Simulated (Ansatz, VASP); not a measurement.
La2O3 in VASP and in Ansatz

```xyz
5
Lattice="3.9289 0.0000 0.0000 -1.9644 3.4025 0.0000 0.0000 0.0000 6.0972" Properties=species:S:1:pos:R:3 pbc="T T T"
La    1.9644    1.1342    4.5995
La    0.0000    2.2683    1.4977
O     1.9644    1.1342    2.1563
O     0.0000    2.2683    3.9409
O     0.0000    0.0000    0.0000
```

Alike in both runs: functional r2SCAN; dispersion D4; k mesh 6 × 6 × 4; no spin polarisation.

Ansatz relaxed the structure, and its values are those at the end. VASP's run is a single point on that final structure, the one shown.

|  | VASP | Ansatz |
| --- | --- | --- |
| version | VASP 6.6.1 | Ansatz 0.2.0 |
| potentials or method | VASP PAW PBE potentials, release 64 (La, O), cutoff 520 eV | plane waves, PAW |
| occupations | gaussian, width 0.01 eV | fixed |
| valence electrons in the cell | 40 | 40 |

Ansatz gave:

| Item | Value |
| --- | --- |
| pressure (GPa) | 0.0 |
| rms of the force components (eV/Å) | 0.004 |

Question: Which values does VASP return?

Answer: Pressure (GPa): -0.5; rms of the force components (eV/Å): 0.013.

VASP's potentials were made for PBE, not for r2SCAN.

Spin-orbit coupling is off throughout.
